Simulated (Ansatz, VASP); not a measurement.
**SnTe in VASP and in Ansatz**

File POSCAR:

```
SnTe
1.0
   -0.1896166334      3.1272869259      3.1272869259
    3.1272869259     -0.1896166334      3.1272869259
    3.1272869259      3.1272869259     -0.1896166334
Sn Te
1 1
Direct
    0.0000000000      0.0000000000      0.0000000000
    0.5000000000      0.5000000000      0.5000000000
```

File INCAR.step1:

```
ALGO = Normal
EDIFF = 1E-4
ENCUT = 520
GGA = PE
GGA_COMPAT = False
ISMEAR = -1
LASPH = True
LCHARG = False
LNONCOLLINEAR = True
LREAL = False
LSORBIT = True
LWAVE = True
MAGMOM = 0 0 0 0 0 0
NBANDS = 32
NELM = 150
PREC = Accurate
SIGMA = 0.02
```

Contents of INCAR.step2:

```
ALGO = Normal
EDIFF = 1E-6
ENCUT = 520
GGA_COMPAT = False
ISIF = 2
ISMEAR = -1
ISTART = 1
LASPH = True
LCHARG = True
LMIXTAU = True
LNONCOLLINEAR = True
LORBIT = 11
LORBMOM = True
LREAL = False
LSORBIT = True
LVHAR = True
LWAVE = False
MAGMOM = 0 0 0 0 0 0
METAGGA = R2SCAN
NBANDS = 32
NELM = 150
PREC = Accurate
SIGMA = 0.02
```

The input KPOINTS:

```
k-points
0
Gamma
  8 8 8
```

Input for Ansatz:

```yaml
crystal:
  lattice:
    - [-0.1896166334, 3.1272869259, 3.1272869259]
    - [3.1272869259, -0.1896166334, 3.1272869259]
    - [3.1272869259, 3.1272869259, -0.1896166334]
  atoms:
    - { symbol: Sn, position: [0.0, 0.0, 0.0] }
    - { symbol: Te, position: [0.5, 0.5, 0.5] }
kpoints:
  mp_grid: { grid: [8, 8, 8] }
  band_path:
    path:
      - [0.0, 0.0, 0.0]
      - [0.5, 0.0, 0.5]
      - [0.625, 0.25, 0.625]
      - [0.375, 0.375, 0.75]
      - [0.5, 0.5, 0.5]
      - [0.5, 0.25, 0.75]
      - [-0.007812, 0.5, 0.007812]
    npoints: 1
hamiltonian:
  xc: r2scan
scf:
  occupations: { method: fermi_dirac, width: 0.02 }
  n_extra_bands: 8
magnetization:
  noncollinear: true
  spin_orbit: true
output:
  forces: true
  stress: true
  eigenvalues: true
```

Change from the starting cell: epitaxial_111 strain +4.0%.

Alike in both runs: task single point; functional r2SCAN; k mesh 8 × 8 × 8; occupations fermi-dirac, width 0.02 eV; non-collinear spin, spin-orbit coupling.

|  | VASP | Ansatz |
| --- | --- | --- |
| version | VASP 6.6.1 | Ansatz 0.2.0 |
| potentials or method | VASP PAW PBE potentials, release 64 (Sn_d, Te) | plane waves, PAW |
| plane-wave cutoff (eV) | 520 | 500 |
| valence electrons in the cell | 20 | 30 |

|  | VASP | Ansatz | Ansatz less VASP |
| --- | --- | --- | --- |
| pressure (GPa) | -1.4 | -1.4 | -0.01 |
| traceless stress, the component that is largest in VASP (GPa) | 0.88 | 0.88 | +0.002 |

VASP's potentials were made for PBE, not for r2SCAN. VASP's potentials hold 20 valence electrons a cell and Ansatz's 30, so a difference there can come from the potentials and not from the codes.
